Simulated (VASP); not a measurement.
Input of a VASP 6.6.1 run:

File INCAR:

```
SYSTEM = Li27F28
ALGO = Normal
EDIFF = 1E-6
ENCUT = 650
GGA = PS
GGA_COMPAT = .FALSE.
ISIF = 2
ISMEAR = -1
ISPIN = 2
ISYM = -1
LASPH = .TRUE.
LCHARG = .FALSE.
LORBIT = 11
LREAL = Auto
LWAVE = .FALSE.
MAGMOM = 0.018 0.018 0.018 0.018 0.018 0.018 0.018 0.018 0.018 0.018 0.018 0.018 0.018 0.018 0.018 0.018 0.018 0.018 0.018 0.018 0.018 0.018 0.018 0.018 0.018 0.018 0.018 0.018 0.018 0.018 0.018 0.018 0.018 0.018 0.018 0.018 0.018 0.018 0.018 0.018 0.018 0.018 0.018 0.018 0.018 0.018 0.018 0.018 0.018 0.018 0.018 0.018 0.018 0.018 0.018
NBANDS = 176
NELECT = 278.0
NELM = 200
PREC = Accurate
SIGMA = 0.05
```

The input KPOINTS:

```
explicit points
1
Reciprocal
  0.25000000   0.25000000   0.25000000 1
```

The input POSCAR:

```
Li27F28
1.0
    0.0000000000      6.0113880000      6.0113880000
    6.0113880000      0.0000000000      6.0113880000
    6.0113880000      6.0113880000      0.0000000000
F Li
28 27
Direct
    0.5005990000      0.1659200000      0.1685010000
    0.1665510000      0.4984890000      0.5028830000
    0.5035240000      0.8294800000      0.1682540000
    0.5026020000      0.1664480000      0.8342680000
    0.8256690000      0.5050050000      0.5001440000
    0.4951000000      0.8382280000      0.8359130000
    0.1687410000      0.4956910000      0.1715090000
    0.5017890000      0.1699290000      0.4998340000
    0.8365250000      0.5016920000      0.1638180000
    0.1640710000      0.4971380000      0.8415180000
    0.5008790000      0.8367700000      0.4984800000
    0.8295520000      0.5004380000      0.8365850000
    0.1653510000      0.1708820000      0.4976640000
    0.5020430000      0.5020910000      0.1654920000
    0.8344470000      0.1671280000      0.4977340000
    0.1666840000      0.8371540000      0.4956020000
    0.5050750000      0.4989910000      0.8325250000
    0.8382570000      0.8330870000      0.4986290000
    0.1705700000      0.1622880000      0.1641060000
    0.8380880000      0.1631520000      0.1628440000
    0.1641190000      0.8374480000      0.1666020000
    0.1677300000      0.1677050000      0.8322290000
    0.5005900000      0.4977280000      0.4982220000
    0.8320130000      0.8346480000      0.1655400000
    0.8310080000      0.1675640000      0.8371390000
    0.1681650000      0.8300630000      0.8387210000
    0.8334970000      0.8361760000      0.8349380000
    0.4168060000      0.4134880000      0.4201120000
    0.0017500000      0.9983130000      0.9987100000
    0.6656400000      0.9995820000      0.9977160000
    0.9983920000      0.6648220000      0.9975060000
    0.0006520000      0.9987170000      0.6694970000
    0.3353040000      0.3344310000      0.3321010000
    0.6700250000      0.6670420000      0.9990590000
    0.6684300000      0.0038660000      0.6639780000
    0.9976180000      0.6635680000      0.6686840000
    0.6691220000      0.6638630000      0.6679050000
    0.9989230000      0.0025200000      0.3318500000
    0.3298930000      0.3394820000      0.9982100000
    0.6689890000      0.9980820000      0.3345200000
    0.9964230000      0.6697640000      0.3323440000
    0.3323790000      0.3314430000      0.6718830000
    0.6654840000      0.6662730000      0.3300120000
    0.0017920000      0.3332280000      0.9973740000
    0.3365290000      0.0005270000      0.3344300000
    0.6704200000      0.3331540000      0.9955220000
    0.9988890000      0.3328890000      0.6682070000
    0.3359250000      0.6661820000      0.3316350000
    0.6640110000      0.3392990000      0.6667730000
    0.3326180000      0.0030050000      0.0003900000
    0.9962470000      0.3354010000      0.3338860000
    0.3309790000      0.6673570000      0.0010800000
    0.3333780000      0.9996370000      0.6664130000
    0.6615790000      0.3348330000      0.3336380000
    0.3320360000      0.6687040000      0.6633640000
```

Potentials or basis: VASP PAW PBE potentials, release 64 (F, Li_sv).

Command:

```bash
$ cat potpaw_PBE.64/F/POTCAR potpaw_PBE.64/Li_sv/POTCAR > POTCAR
$ mpirun -np 1 vasp_std > vasp.out
```

Q: What does it give for the largest force?

A: 12.097 eV/Å.

Q: Estimate the net moment.

A: 0.00 μB per cell.

Forces in eV/Å, atoms in the order of the input:
```
F   -0.281 -0.153 -0.045
F    6.053 -5.948 -5.912
F    0.124 -0.190  0.319
F    0.136  0.166 -0.072
F   -0.166  0.208  0.099
F   -0.138  0.102  0.057
F   -0.067 -0.490 -0.006
F   -7.060  7.042 -6.848
F   -0.114  0.091  0.150
F    0.125 -0.114  0.151
F    0.014 -0.028 -0.191
F   -0.088  0.086  0.203
F   -0.056  0.056 -0.454
F   -5.290 -5.347  5.431
F    0.015  0.318  0.121
F    0.361  0.219 -0.033
F    0.108 -0.196 -0.172
F    0.093 -0.026 -0.123
F    0.211 -0.055  0.102
F   -0.045  0.026  0.109
F   -0.089 -0.174 -0.002
F    0.092  0.005 -0.295
F    6.649  6.441  6.623
F   -0.133  0.045  0.037
F   -0.287  0.000  0.090
F   -0.105 -0.300 -0.032
F   -0.164  0.021  0.029
F    0.138 -2.308  0.474
Li   0.173  0.097  0.024
Li   0.224  0.039 -0.027
Li   0.143  0.185 -0.001
Li  -0.078 -0.186  0.119
Li   0.194  0.200  0.154
Li   0.063 -0.129 -0.559
Li  -0.024 -0.488 -0.092
Li  -0.484 -0.088  0.136
Li   0.112 -0.137  0.041
Li  -0.062  0.044 -0.062
Li  -0.048  0.268  0.013
Li   0.449 -0.069  0.026
Li  -0.017  0.514  0.021
Li  -0.391 -0.341  0.304
Li   0.106  0.086 -0.384
Li   0.025  0.000 -0.166
Li  -0.031 -0.041  0.014
Li   0.555  0.068 -0.140
Li  -0.050 -0.038  0.515
Li  -0.258  0.180 -0.332
Li  -0.115 -0.423 -0.046
Li  -0.168  0.042 -0.077
Li   0.023  0.079  0.024
Li   0.019  0.556  0.106
Li   0.027  0.082  0.562
Li   0.033 -0.082 -0.073
Li  -0.456  0.084  0.087
```

Caveat: the cell carries a net charge on a neutralising background, which shifts energy and pressure; the PAW data sets were made with another functional, which shifts forces and pressure a little.
